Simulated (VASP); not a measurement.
# Al2BN3 (P-4m2) in VASP: notebook

The runs below take Al2BN3 through single point, relaxation of cell and atoms, with PBE.

Everything below comes from runs of VASP 6.6.1. Logs are shortened: lines on timing, memory, paths and dates and some standing lists are left out, and cuts for length are marked.

**1. The cell of the first run**

It takes space group P-4m2 (No. 115, tetragonal). Conventional cell: a = 2.631 Å, b = 2.631 Å, c = 9.898 Å, α = 90.00°, β = 90.00°, γ = 90.00°. Within 2.5 Å of Al (site symmetry 2mm) lie 5 N at 1.86 to 2.21 Å. B (site symmetry -4m2) has 4 N at 1.86 Å within 2.5 Å. N (site symmetry -4m2) has 4 B at 1.86 Å within 2.5 Å. N (site symmetry 2mm) has 5 Al at 1.86 to 2.21 Å within 2.5 Å.

**2. Single point, PBE, collinear spin, ferromagnetic start**

File INCAR:

```
SYSTEM = Al2BN3
  ALGO = Normal
  EDIFF = 1E-7
  ENCUT = 520
  GGA = PE
  ISIF = 2
  ISMEAR = 0
  ISPIN = 2
  LASPH = .True.
  LCHARG = .False.
  LORBIT = 11
  LREAL = .False.
  LWAVE = .False.
  MAGMOM = 0 0 0 1 1 1
  NBANDS = 25
  NELM = 150
  PREC = Accurate
  SIGMA = 0.1
```

File KPOINTS:

```
k-points
0
Gamma
  6 6 2
  0 0 0
```

File POSCAR:

```
Al2BN3
1.0
    2.6312322719      0.0000000000      0.0000000000
    0.0000000000      2.6312322719      0.0000000000
    0.0000000000      0.0000000000      9.8979754312
Al B N
2 1 3
Direct
    0.5000000000      0.0000000000      0.3917700135
    0.0000000000      0.5000000000      0.6082299865
    0.5000000000      0.5000000000      0.0000000000
    0.0000000000      0.0000000000      0.0000000000
    0.5000000000      0.0000000000      0.6145895634
    0.0000000000      0.5000000000      0.3854104366
```

Potentials or basis: VASP PAW PBE potentials, release 64 (Al, B, N).

On the command line:

```
> cat potpaw_PBE.64/Al/POTCAR potpaw_PBE.64/B/POTCAR potpaw_PBE.64/N/POTCAR > POTCAR
> mpirun -np 1 vasp_std > vasp.out
```

OUTCAR:

```text
SYSTEM = Al2BN3
   EDIFF = 1E-7
   ENCUT = 520
   GGA = PE
   ISIF = 2
   ISMEAR = 0
   ISPIN = 2
   LASPH = .True.
   LORBIT = 11
   LREAL = .False.
   NELM = 150
   PREC = Accurate

 ion  position               nearest neighbor table
   1  0.500  0.000  0.392-   6 1.86   6 1.86   6 1.86   6 1.86   5 2.21   2 2.84   2 2.84   2 2.84
                             2 2.84
   2  0.000  0.500  0.608-   5 1.86   5 1.86   5 1.86   5 1.86   6 2.21   1 2.84   1 2.84   1 2.84
                             1 2.84
   3  0.500  0.500  0.000-   4 1.86   4 1.86   4 1.86   4 1.86
   4  0.000  0.000  0.000-   3 1.86   3 1.86   3 1.86   3 1.86
   5  0.500  0.000  0.615-   2 1.86   2 1.86   2 1.86   2 1.86   1 2.21
   6  0.000  0.500  0.385-   1 1.86   1 1.86   1 1.86   1 1.86   2 2.21

  LATTYP: Found a simple tetragonal cell.
 ALAT       =     2.6312322719
 C/A-ratio  =     3.7617262212

  Lattice vectors:

 A1 = (   2.6312322719,   0.0000000000,   0.0000000000)
 A2 = (   0.0000000000,   2.6312322719,   0.0000000000)
 A3 = (   0.0000000000,   0.0000000000,   9.8979754312)

Analysis of symmetry for initial positions (statically):
=====================================================================
 Subroutine PRICEL returns:
 Original cell was already a primitive cell.

 Routine SETGRP: Setting up the symmetry group for a
 simple tetragonal supercell.

 Subroutine GETGRP returns: Found  8 space group operations
 (whereof  8 operations were pure point group operations)
 out of a pool of 16 trial point group operations.

The static configuration has the point symmetry D_2d.

Analysis of symmetry for dynamics (positions and initial velocities):
=====================================================================
 Subroutine PRICEL returns:
 Original cell was already a primitive cell.

 Routine SETGRP: Setting up the symmetry group for a
 simple tetragonal supercell.

 Subroutine GETGRP returns: Found  8 space group operations
 (whereof  8 operations were pure point group operations)
 out of a pool of 16 trial point group operations.

The dynamic configuration has the point symmetry D_2d.

Analysis of structural, dynamic, and magnetic symmetry:
=====================================================================
 Subroutine PRICEL returns:
 Original cell was already a primitive cell.

 Routine SETGRP: Setting up the symmetry group for a
 simple tetragonal supercell.

 Subroutine GETGRP returns: Found  8 space group operations
 (whereof  8 operations were pure point group operations)
 out of a pool of 16 trial point group operations.

The overall configuration has the point symmetry D_2d.

 Subroutine INISYM returns: Found  8 space group operations
 (whereof  8 operations are pure point group operations),
 and found     1 'primitive' translations

----------------------------------------------------------------------------------------

                                     Primitive cell

  volume of cell :      68.5275

  direct lattice vectors                    reciprocal lattice vectors
     2.631232272  0.000000000  0.000000000     0.380050067  0.000000000  0.000000000
     0.000000000  2.631232272  0.000000000     0.000000000  0.380050067  0.000000000
     0.000000000  0.000000000  9.897975431     0.000000000  0.000000000  0.101030762

  length of vectors
     2.631232272  2.631232272  9.897975431     0.380050067  0.380050067  0.101030762

  position of ions in fractional coordinates (direct lattice)
     0.500000000  0.000000000  0.391770014
     0.000000000  0.500000000  0.608229986
     0.500000000  0.500000000  0.000000000
     0.000000000  0.000000000  0.000000000
     0.500000000  0.000000000  0.614589563
     0.000000000  0.500000000  0.385410437

  ion indices of the primitive-cell ions
   primitive index   ion index
                 1           1
                 2           2
                 3           3
                 4           4
                 5           5
                 6           6

----------------------------------------------------------------------------------------

 KPOINTS: k-points

Automatic generation of k-mesh.
 Grid dimensions read from file:
 generate k-points for:    6    6    2

 Generating k-lattice:

  Cartesian coordinates                     Fractional coordinates (reciprocal lattice)
     0.063341678  0.000000000  0.000000000     0.166666667  0.000000000  0.000000000
     0.000000000  0.063341678  0.000000000     0.000000000  0.166666667  0.000000000
     0.000000000  0.000000000  0.050515381     0.000000000  0.000000000  0.500000000

  Length of vectors
     0.063341678  0.063341678  0.050515381

  Shift w.r.t. Gamma in fractional coordinates (k-lattice)
     0.000000000  0.000000000  0.000000000

 Subroutine IBZKPT returns following result:
 ===========================================

 Found     20 irreducible k-points:

 Following reciprocal coordinates:
            Coordinates               Weight
  0.000000  0.000000  0.000000      1.000000
  0.166667  0.000000  0.000000      4.000000
  0.333333  0.000000  0.000000      4.000000
  0.500000  0.000000  0.000000      2.000000
  0.166667  0.166667  0.000000      4.000000
  0.333333  0.166667  0.000000      8.000000
[... 12 lines left out ...]
  0.500000  0.333333  0.500000      4.000000
  0.500000  0.500000  0.500000      1.000000
   k-points           NKPTS =     20   k-points in BZ     NKDIM =     20   number of bands    NBANDS=     25
   number of dos      NEDOS =    301   number of ions     NIONS =      6
   total plane-waves  NPLWV =  32000
   dimension x,y,z NGX =    20 NGY =   20 NGZ =   80
   dimension x,y,z NGXF=    40 NGYF=   40 NGZF=  160
   ions per type =               2   1   3
   NGX,Y,Z   is equivalent  to a cutoff of  12.64, 12.64, 13.44 a.u.
   NGXF,Y,Z  is equivalent  to a cutoff of  25.27, 25.27, 26.87 a.u.
 SYSTEM =  Al2BN3
   PREC   = accura    normal or accurate (medium, high low for compatibility)
   ISTART =      0    job   : 0-new  1-cont  2-samecut
   ICHARG =      2    charge: 1-file 2-atom 10-const
   ISPIN  =      2    spin polarized calculation?
   LNONCOLLINEAR =      F non collinear calculations
   LSORBIT =      F    spin-orbit coupling
   LASPH  =      T    aspherical Exc in radial PAW
   ENCUT  =  520.0 eV  38.22 Ry    6.18 a.u.   4.89  4.89 18.40*2*pi/ulx,y,z
   NELM   =    150;   NELMIN=  2; NELMDL= -5     # of ELM steps
   EDIFF  = 0.1E-06   stopping-criterion for ELM
   LREAL  =      F    real-space projection
   EDIFFG = 0.1E-05   stopping-criterion for IOM
   NSW    =      0    number of steps for IOM
   IBRION =     -1    ionic relax: 0-MD 1-quasi-New 2-CG
   NFREE  =      0    steps in history (QN), initial steepest desc. (CG)
   ISIF   =      2    stress and relaxation
   ISYM   =      2    0-nonsym 1-usesym 2-fastsym
   POTIM  = 0.5000    time-step for ionic-motion
   TEBEG  =    0.0;   TEEND  =   0.0 temperature during run
   PSTRESS=    0.0 pullay stress
   NELECT =      24.0000    total number of electrons
   NUPDOWN=      -1.0000    fix difference up-down
   EMIN   =  10.00;   EMAX   =-10.00  energy-range for DOS
   EFERMI =   0.00;   METHOD = LEGACY
   ISMEAR =     0;   SIGMA  =   0.10  broadening in eV -4-tet -1-fermi 0-gaus
   EFERMI_NEDOS =   21; number of points for ismear=-14 and -15
   IALGO  =     38    algorithm
   IMIX   =      4    mixing-type and parameters
     AMIX     =   0.40;   BMIX     =  1.00
     AMIX_MAG =   1.60;   BMIX_MAG =  1.00
  volume/ion in A,a.u.               =      11.42        77.07
  Fermi-wavevector in a.u.,A,eV,Ry     =   1.153959  2.180666 18.117805  1.331621
  Thomas-Fermi vector in A             =   2.290599
   LORBIT       =     11    0 simple, 1 ext, 2 COOP (PROOUT), +10 PAW based schemes
   GGA     = PE    functional components
   LHFCALC =     F    Hartree Fock is set to
   AEXX    =    0.0000 exact exchange contribution
   IVDW    =     0    specifies the selected vdW correction
   LEPSILON=     F    determine dielectric tensor
   LRPA    =     F    only Hartree local field effects (RPA)
 spin polarized calculation
 Gauss-broadening in eV      SIGMA  =   0.10
  energy-cutoff  :      520.00
  volume of cell :       68.53
 maximum number of plane-waves:      1888
 NGX is ok and might be reduce to    20
   NGX =  9   NGY =  9   NGZ = 37

 number of electron      23.9999995 magnetization       0.0337000

 Free energy of the ion-electron system (eV)
  ---------------------------------------------------
  ext. energy  EPLUGINS =         0.00000000
  ---------------------------------------------------
  free energy    TOTEN  =       -39.67275856 eV

  energy without entropy =      -39.66117825  energy(sigma->0) =      -39.66696841

 E-fermi :   4.2603     XC(G=0):  -9.8308

 val. band max:        4.2389138721   @ k =   0.5000   0.3333   0.0000
 cond. band min:       4.4555725878   @ k =   0.5000   0.5000   0.5000
 fundamental gap:      0.2166587156
 Fermi energy:         4.2602810482

 spin component 1

 k-point     1 :       0.0000    0.0000    0.0000
  band No.  band energies     occupation
      1     -12.6213      1.00000
      2     -11.8178      1.00000
      3     -10.7727      1.00000
      4      -1.4213      1.00000
      5      -0.0852      1.00000
      6       2.2618      1.00000
[... 16 lines left out ...]
     23      16.4499      0.00000
     24      17.4641      0.00000

 k-point     2 :       0.1667    0.0000    0.0000
  band No.  band energies     occupation
      1     -12.1838      1.00000
      2     -11.4418      1.00000
      3     -10.4275      1.00000
      4      -1.0160      1.00000
      5       0.1623      1.00000
      6       0.2970      1.00000
[... 16 lines left out ...]
     23      16.2191      0.00000
     24      16.8915      0.00000
[... 457 lines left out ...]
     23      16.5499      0.00000
     24      17.0576      0.00000

 k-point    20 :       0.5000    0.5000    0.5000
  band No.  band energies     occupation
      1      -8.0336      1.00000
      2      -8.0336      1.00000
      3      -7.4447      1.00000
      4      -2.3840      1.00000
      5      -2.3840      1.00000
      6      -2.0436      1.00000
[... 16 lines left out ...]
     23      16.2632      0.00000
     24      16.2632      0.00000
 Fermi energy:         4.2602810482

 spin component 2

 k-point     1 :       0.0000    0.0000    0.0000
  band No.  band energies     occupation
      1     -12.6212      1.00000
      2     -11.8081      1.00000
      3     -10.7726      1.00000
      4      -1.4213      1.00000
      5      -0.0660      1.00000
      6       2.2790      1.00000
[... 16 lines left out ...]
     23      16.4518      0.00000
     24      17.4807      0.00000

 k-point     2 :       0.1667    0.0000    0.0000
  band No.  band energies     occupation
      1     -12.1837      1.00000
      2     -11.4335      1.00000
      3     -10.4274      1.00000
      4      -1.0158      1.00000
      5       0.1903      1.00000
      6       0.3108      1.00000
[... 16 lines left out ...]
     23      16.2194      0.00000
     24      16.9010      0.00000
[... 457 lines left out ...]
     23      16.5831      0.00000
     24      17.0831      0.00000

 k-point    20 :       0.5000    0.5000    0.5000
  band No.  band energies     occupation
      1      -8.0335      1.00000
      2      -8.0335      1.00000
      3      -7.4611      1.00000
      4      -2.3612      1.00000
      5      -2.3612      1.00000
      6      -2.0435      1.00000
[... 16 lines left out ...]
     23      16.2774      0.00000
     24      16.2774      0.00000
 [bands above 24 left out]

------------------------ aborting loop because EDIFF is reached ----------------------------------------

  FORCE on cell =-STRESS in cart. coord.  units (eV):
  Direction    XX          YY          ZZ          XY          YZ          ZX
  --------------------------------------------------------------------------------------
  -------------------------------------------------------------------------------------
  Total       -0.0441622     -0.0441622      0.0473424      0.0000000      0.0000000      0.0000000
  in kB       -1.0325157     -1.0325157      1.1068683      0.0000000      0.0000000      0.0000000
  external PRESSURE =      -0.3193877 kB  Pullay stress =       0.0000000 kB

 VOLUME and BASIS-vectors are now :
 -----------------------------------------------------------------------------
  energy-cutoff  :      520.00
  volume of cell :       68.53
      direct lattice vectors                 reciprocal lattice vectors
     2.631232272  0.000000000  0.000000000     0.380050067  0.000000000  0.000000000
     0.000000000  2.631232272  0.000000000     0.000000000  0.380050067  0.000000000
     0.000000000  0.000000000  9.897975431     0.000000000  0.000000000  0.101030762

 POSITION                                       TOTAL-FORCE (eV/Angst)
 -----------------------------------------------------------------------------------
      1.31562      0.00000      3.87773        -0.000000     -0.000000      0.001622
      0.00000      1.31562      6.02025         0.000000      0.000000     -0.001622
      1.31562      1.31562      0.00000        -0.000000     -0.000000      0.000000
      0.00000      0.00000      0.00000        -0.000000     -0.000000      0.000000
      1.31562      0.00000      6.08319        -0.000000     -0.000000      0.007235
      0.00000      1.31562      3.81478         0.000000     -0.000000     -0.007235
 -----------------------------------------------------------------------------------
    total drift:                                0.000000      0.000000      0.000000

  FREE ENERGIE OF THE ION-ELECTRON SYSTEM (eV)
  ---------------------------------------------------
  free  energy   TOTEN  =       -39.6727585614 eV

  energy  without entropy=      -39.6611782545  energy(sigma->0) =      -39.66696841

 total charge

# of ion       s       p       d       tot
------------------------------------------
    1        0.350   0.463   0.000   0.812
    2        0.350   0.463   0.000   0.812
    3        0.641   0.729   0.000   1.370
    4        1.249   2.304   0.000   3.553
    5        1.240   2.698   0.000   3.938
    6        1.240   2.698   0.000   3.938
--------------------------------------------------
tot          5.069   9.355   0.000  14.424

 magnetization (x)

# of ion       s       p       d       tot
------------------------------------------
    1       -0.000   0.000   0.000   0.000
    2       -0.000   0.000   0.000   0.000
    3        0.020   0.010   0.000   0.030
    4       -0.001  -0.008   0.000  -0.009
    5        0.000   0.000   0.000   0.000
    6        0.000   0.000   0.000   0.000
--------------------------------------------------
tot          0.019   0.002   0.000   0.021
```

It took 38 s on 1 thread of Intel Xeon 6975P-C (Granite Rapids), shared host; peak memory 0.22 GiB.

Results:

```
Free energy                                           : -39.6728 eV
Pressure                                              : 0.0 GPa
Largest force                                         : 0.007 eV/Å
Band gap on the k mesh                                : zero (filled and empty bands overlap)
Net moment                                            : 0.03 μB per cell
Site moments                                          : Al +0.00; B +0.03; N -0.01, +0.00 μB
Valence electrons inside the program's atomic spheres : Al 0.81; B 1.37; N 3.55, 3.94
```

Forces in eV/Å, atoms in the order of the input:
```
Al   0.000  0.000  0.002
Al   0.000  0.000 -0.002
B    0.000  0.000  0.000
N    0.000  0.000  0.000
N    0.000  0.000  0.007
N    0.000  0.000 -0.007
```

Stress tensor (GPa, compression positive):
```
-0.10  0.00  0.00
 0.00 -0.10  0.00
 0.00  0.00  0.11
```

Levels at points of the mesh, in eV from the Fermi level:
Spin up:
| k point | band 8 | band 9 | band 10 | band 11 | band 12 | band 13 | band 14 | band 15 | band 16 | band 17 |
| --- | --- | --- | --- | --- | --- | --- | --- | --- | --- | --- |
| (0.00, 0.00, 0.00) | -1.75 | -1.02 | -1.02 | -0.14 | -0.14 | 1.78 | 4.29 | 5.50 | 7.16 | 7.83 |
| (0.50, 0.00, 0.00) | -2.06 | -1.02 | -0.20 | -0.20 | 0.45 | 1.38 | 5.44 | 5.60 | 5.72 | 6.56 |
| (0.50, 0.50, 0.00) | -4.70 | -4.69 | -1.55 | -0.90 | -0.90 | 0.23 | 3.62 | 5.49 | 5.49 | 7.28 |
| (0.00, 0.00, 0.50) | -2.00 | -1.02 | -1.02 | -0.14 | -0.14 | 2.03 | 4.30 | 5.73 | 6.41 | 7.83 |
| (0.50, 0.00, 0.50) | -2.08 | -0.96 | -0.20 | -0.20 | 0.45 | 1.46 | 5.28 | 5.31 | 5.72 | 6.62 |
| (0.50, 0.50, 0.50) | -4.70 | -4.69 | -1.54 | -0.90 | -0.90 | 0.22 | 3.60 | 5.48 | 5.48 | 7.32 |
Spin down:
```tsv
k point	band 10	band 11	band 12	band 13	band 14	band 15
(0.00, 0.00, 0.00)	-1.02	-0.14	-0.14	1.83	4.31	5.51
(0.50, 0.00, 0.00)	-0.20	-0.20	0.44	1.47	5.44	5.61
(0.50, 0.50, 0.00)	-1.44	-0.90	-0.90	0.20	3.73	5.49
(0.00, 0.00, 0.50)	-1.02	-0.14	-0.14	2.09	4.30	5.74
(0.50, 0.00, 0.50)	-0.20	-0.20	0.44	1.55	5.29	5.31
(0.50, 0.50, 0.50)	-1.44	-0.90	-0.90	0.20	3.71	5.48
```

Caveat: the k points lie up to 0.40 Å⁻¹ apart.

(Part 1 of 2 ends here.)
